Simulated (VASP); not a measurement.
# YTaI6 (P4/mmm) in VASP: a series of runs, part 2 of 2

VASP 6.6.1. Earlier steps stand in the parts before.

### 4 Single point, PBE

This run uses another cell than the first one, of 49.19 Å³/atom, 0.995 times its volume.

INCAR reads:

```
PREC     = Accurate       # precision mode
ENCUT    = 520            # plane-wave cutoff, eV
EDIFF    = 1E-6           # SCF threshold, eV
ISMEAR   = 0              # smearing method
SIGMA    = 0.1            # smearing width, eV
LREAL    = F              # projectors in reciprocal space
LASPH    = T              # aspherical terms in the spheres
NELM     = 100            # most SCF steps
ALGO     = Normal         # electronic algorithm
ISIF     = 2              # what is computed and relaxed
LWAVE    = F              # write WAVECAR
LCHARG   = T              # write CHGCAR
GGA      = PE             # functional
LELF     = T              # ELF
LVHAR    = T            
NBANDS   = 42             # bands
```

KPOINTS reads:

```
regular mesh
0
Gamma
  6 6 4
```

POSCAR reads:

```
YTaI6
1.0
    5.8127955493      0.0000000000      0.0000000000
    0.0000000000      5.8127955493      0.0000000000
    0.0000000000      0.0000000000     11.6457629915
Y Ta I
1 1 6
Direct
    0.0000000000      0.0000000000      0.0000000000
    0.0000000000      0.0000000000      0.5000000000
    0.5000000000      0.0000000000      0.0000000000
    0.0000000000      0.5000000000      0.0000000000
    0.0000000000      0.0000000000      0.2603014886
    0.5000000000      0.0000000000      0.5000000000
    0.0000000000      0.5000000000      0.5000000000
    0.0000000000      0.0000000000      0.7396985114
```

Potentials or basis: VASP PAW PBE potentials, release 64 (Y_sv, Ta_pv, I).

Launch:

```sh
cat potpaw_PBE.64/Y_sv/POTCAR potpaw_PBE.64/Ta_pv/POTCAR potpaw_PBE.64/I/POTCAR > POTCAR
mpirun -np 1 vasp_std > vasp.out
```

OUTCAR:

```text
PREC = Accurate
   ENCUT = 520
   EDIFF = 1E-6
   ISMEAR = 0
   LREAL = F
   LASPH = T
   NELM = 100
   ISIF = 2
   GGA = PE

 ion  position               nearest neighbor table
   1  0.000  0.000  0.000-   3 2.91   4 2.91   4 2.91   3 2.91   5 3.03   8 3.03
   2  0.000  0.000  0.500-   5 2.79   8 2.79   7 2.91   6 2.91   7 2.91   6 2.91
   3  0.500  0.000  0.000-   1 2.91   1 2.91
   4  0.000  0.500  0.000-   1 2.91   1 2.91
   5  0.000  0.000  0.260-   2 2.79   1 3.03
   6  0.500  0.000  0.500-   2 2.91   2 2.91
   7  0.000  0.500  0.500-   2 2.91   2 2.91
   8  0.000  0.000  0.740-   2 2.79   1 3.03

  LATTYP: Found a simple tetragonal cell.
 ALAT       =     5.8127955493
 C/A-ratio  =     2.0034702567

  Lattice vectors:

 A1 = (   5.8127955493,   0.0000000000,   0.0000000000)
 A2 = (   0.0000000000,   5.8127955493,   0.0000000000)
 A3 = (   0.0000000000,   0.0000000000,  11.6457629915)

Analysis of symmetry for initial positions (statically):
=====================================================================
 Subroutine PRICEL returns:
 Original cell was already a primitive cell.

 Routine SETGRP: Setting up the symmetry group for a
 simple tetragonal supercell.

 Subroutine GETGRP returns: Found 16 space group operations
 (whereof 16 operations were pure point group operations)
 out of a pool of 16 trial point group operations.

The static configuration has the point symmetry D_4h.

Analysis of symmetry for dynamics (positions and initial velocities):
=====================================================================
 Subroutine PRICEL returns:
 Original cell was already a primitive cell.

 Routine SETGRP: Setting up the symmetry group for a
 simple tetragonal supercell.

 Subroutine GETGRP returns: Found 16 space group operations
 (whereof 16 operations were pure point group operations)
 out of a pool of 16 trial point group operations.

The dynamic configuration has the point symmetry D_4h.

 Subroutine INISYM returns: Found 16 space group operations
 (whereof 16 operations are pure point group operations),
 and found     1 'primitive' translations

----------------------------------------------------------------------------------------

                                     Primitive cell

  volume of cell :     393.4939

  direct lattice vectors                    reciprocal lattice vectors
     5.812795549  0.000000000  0.000000000     0.172034263  0.000000000  0.000000000
     0.000000000  5.812795549  0.000000000     0.000000000  0.172034263  0.000000000
     0.000000000  0.000000000 11.645762991     0.000000000  0.000000000  0.085868139

  length of vectors
     5.812795549  5.812795549 11.645762991     0.172034263  0.172034263  0.085868139

  position of ions in fractional coordinates (direct lattice)
     0.000000000  0.000000000  0.000000000
     0.000000000  0.000000000  0.500000000
     0.500000000  0.000000000  0.000000000
     0.000000000  0.500000000  0.000000000
     0.000000000  0.000000000  0.260301489
     0.500000000  0.000000000  0.500000000
     0.000000000  0.500000000  0.500000000
[... 35 lines left out ...]
 ===========================================

 Found     30 irreducible k-points:

 Following reciprocal coordinates:
            Coordinates               Weight
  0.000000  0.000000  0.000000      1.000000
  0.166667  0.000000  0.000000      4.000000
  0.333333  0.000000  0.000000      4.000000
  0.500000  0.000000  0.000000      2.000000
  0.166667  0.166667  0.000000      4.000000
  0.333333  0.166667  0.000000      8.000000
[... 16 lines left out ...]
  0.333333  0.000000  0.500000      4.000000
  0.500000  0.000000  0.500000      2.000000
 [... further k-points ...]
   k-points           NKPTS =     30   k-points in BZ     NKDIM =     30   number of bands    NBANDS=     42
   number of dos      NEDOS =    301   number of ions     NIONS =      8
   total plane-waves  NPLWV = 207360
   dimension x,y,z NGX =    48 NGY =   48 NGZ =   90
   dimension x,y,z NGXF=    96 NGYF=   96 NGZF=  180
   ions per type =               1   1   6
   NGX,Y,Z   is equivalent  to a cutoff of  13.73, 13.73, 12.85 a.u.
   NGXF,Y,Z  is equivalent  to a cutoff of  27.46, 27.46, 25.70 a.u.
 SYSTEM =  unknown system
   PREC   = accura    normal or accurate (medium, high low for compatibility)
   ISTART =      0    job   : 0-new  1-cont  2-samecut
   ICHARG =      2    charge: 1-file 2-atom 10-const
   ISPIN  =      1    spin polarized calculation?
   LNONCOLLINEAR =      F non collinear calculations
   LSORBIT =      F    spin-orbit coupling
   LASPH  =      T    aspherical Exc in radial PAW
   ENCUT  =  520.0 eV  38.22 Ry    6.18 a.u.  10.81 10.81 21.65*2*pi/ulx,y,z
   NELM   =    100;   NELMIN=  2; NELMDL= -5     # of ELM steps
   EDIFF  = 0.1E-05   stopping-criterion for ELM
   LREAL  =      F    real-space projection
   EDIFFG = 0.1E-04   stopping-criterion for IOM
   NSW    =      0    number of steps for IOM
   IBRION =     -1    ionic relax: 0-MD 1-quasi-New 2-CG
   NFREE  =      0    steps in history (QN), initial steepest desc. (CG)
   ISIF   =      2    stress and relaxation
   ISYM   =      2    0-nonsym 1-usesym 2-fastsym
   POTIM  = 0.5000    time-step for ionic-motion
   TEBEG  =    0.0;   TEEND  =   0.0 temperature during run
   PSTRESS=    0.0 pullay stress
   NELECT =      64.0000    total number of electrons
   NUPDOWN=      -1.0000    fix difference up-down
   EMIN   =  10.00;   EMAX   =-10.00  energy-range for DOS
   EFERMI =   0.00;   METHOD = LEGACY
   ISMEAR =     0;   SIGMA  =   0.10  broadening in eV -4-tet -1-fermi 0-gaus
   EFERMI_NEDOS =   21; number of points for ismear=-14 and -15
   IALGO  =     38    algorithm
   IMIX   =      4    mixing-type and parameters
     AMIX     =   0.40;   BMIX     =  1.00
     AMIX_MAG =   1.60;   BMIX_MAG =  1.00
  volume/ion in A,a.u.               =      49.19       331.93
  Fermi-wavevector in a.u.,A,eV,Ry     =   0.893625  1.688707 10.865153  0.798566
  Thomas-Fermi vector in A             =   2.015727
   LORBIT       =      0    0 simple, 1 ext, 2 COOP (PROOUT), +10 PAW based schemes
   GGA     = PE    functional components
   LHFCALC =     F    Hartree Fock is set to
   AEXX    =    0.0000 exact exchange contribution
   IVDW    =     0    specifies the selected vdW correction
   LEPSILON=     F    determine dielectric tensor
   LRPA    =     F    only Hartree local field effects (RPA)
 non-spin polarized calculation
 Gauss-broadening in eV      SIGMA  =   0.10
  energy-cutoff  :      520.00
  volume of cell :      393.49
 maximum number of plane-waves:     10680
 NGX is ok and might be reduce to    48
   NGX = 21   NGY = 21   NGZ = 43

 number of electron      64.0000004 magnetization

 Free energy of the ion-electron system (eV)
  ---------------------------------------------------
  ext. energy  EPLUGINS =         0.00000000
  ---------------------------------------------------
  free energy    TOTEN  =       -31.97027094 eV

  energy without entropy =      -31.92107063  energy(sigma->0) =      -31.94567079

 E-fermi :   2.0889     XC(G=0):  -7.0459

 val. band max:        2.0811709022   @ k =   0.5000   0.0000   0.5000
 cond. band min:       2.0909161244   @ k =   0.1667   0.1667   0.2500
 fundamental gap:      0.0097452222
 Fermi energy:         2.0888595818

 k-point     1 :       0.0000    0.0000    0.0000
  band No.  band energies     occupation
      1     -41.9445      2.00000
      2     -33.9886      2.00000
      3     -33.9886      2.00000
      4     -33.9124      2.00000
      5     -21.9692      2.00000
      6     -21.9692      2.00000
[... 1069 lines left out ...]
     41       5.1547      0.00000
     42       7.0154      0.00000

 [... further k-points ...]
[... 5 lines left out ...]
  --------------------------------------------------------------------------------------
  -------------------------------------------------------------------------------------
  Total       -0.0089165     -0.0089165      0.0076014      0.0000000      0.0000000      0.0000000
  in kB       -0.0363051     -0.0363051      0.0309504      0.0000000      0.0000000      0.0000000
  external PRESSURE =      -0.0138866 kB  Pullay stress =       0.0000000 kB

 VOLUME and BASIS-vectors are now :
 -----------------------------------------------------------------------------
  energy-cutoff  :      520.00
  volume of cell :      393.49
      direct lattice vectors                 reciprocal lattice vectors
     5.812795549  0.000000000  0.000000000     0.172034263  0.000000000  0.000000000
     0.000000000  5.812795549  0.000000000     0.000000000  0.172034263  0.000000000
     0.000000000  0.000000000 11.645762991     0.000000000  0.000000000  0.085868139

 POSITION                                       TOTAL-FORCE (eV/Angst)
 -----------------------------------------------------------------------------------
      0.00000      0.00000      0.00000         0.000000      0.000000      0.000000
      0.00000      0.00000      5.82288         0.000000      0.000000      0.000000
      2.90640      0.00000      0.00000         0.000000      0.000000      0.000000
      0.00000      2.90640      0.00000         0.000000      0.000000      0.000000
      0.00000      0.00000      3.03141         0.000000      0.000000      0.000205
      2.90640      0.00000      5.82288         0.000000      0.000000      0.000000
      0.00000      2.90640      5.82288         0.000000      0.000000      0.000000
      0.00000      0.00000      8.61435         0.000000      0.000000     -0.000205
 -----------------------------------------------------------------------------------
    total drift:                                0.000000     -0.000000      0.000000

  FREE ENERGIE OF THE ION-ELECTRON SYSTEM (eV)
  ---------------------------------------------------
  free  energy   TOTEN  =       -31.9702709444 eV

  energy  without entropy=      -31.9210706292  energy(sigma->0) =      -31.94567079
```

Wall time 5.3 min (1 thread of Intel Xeon 6975P-C (Granite Rapids), shared host); peak memory 0.79 GiB.

Results:

```
Free energy            : -31.9703 eV
Pressure               : 0.0 GPa
Band gap on the k mesh : zero (band 32 reaches 2.68 eV, above the bottom of band 33 at 1.72 eV)
```

Levels at points of the mesh, in eV from the Fermi level:
```tsv
k point	band 29	band 30	band 31	band 32	band 33	band 34	band 35	band 36
(0.00, 0.00, 0.00)	-2.15	-2.13	-2.13	-0.87	-0.37	-0.37	0.03	0.08
(0.50, 0.00, 0.00)	-2.25	-2.21	-1.58	-0.35	0.06	0.41	0.59	1.10
(0.50, 0.50, 0.00)	-1.61	-1.57	-1.57	0.60	0.60	0.75	1.09	2.26
(0.00, 0.00, 0.50)	-2.25	-2.24	-2.24	-0.87	-0.01	-0.01	0.03	0.08
(0.50, 0.00, 0.50)	-2.55	-2.09	-1.87	-0.01	0.06	0.41	0.54	1.08
(0.50, 0.50, 0.50)	-1.89	-1.62	-1.61	0.55	0.55	0.75	2.12	2.12
```

Caveat: spin-orbit coupling is left out, which moves the levels of the heavy elements.

### 5 The runs side by side

```tsv
cell	k mesh	gap on the mesh (eV)	pressure (GPa)	largest force (eV/Å)
a = 5.825, b = 5.825, c = 11.661 Å, 8 atoms	4 × 4 × 2	none	0.0	0.01
a = 6.150, b = 6.150, c = 12.300 Å, 8 atoms	4 × 4 × 2	none	-3.0	0.73
a = 5.813, b = 5.813, c = 11.646 Å, 8 atoms	6 × 6 × 4	none	0.0	-
```

Alike in all rows: task single point; level PBE; potentials or basis VASP PAW PBE potentials, release 64 (Y_sv, Ta_pv, I); no spin polarisation; cutoff (eV) 520; smearing gaussian 0.1 eV.

Caveats: spin-orbit coupling is left out, which moves the levels of the heavy elements.

Absolute energies hang on the potentials; compare differences alone.
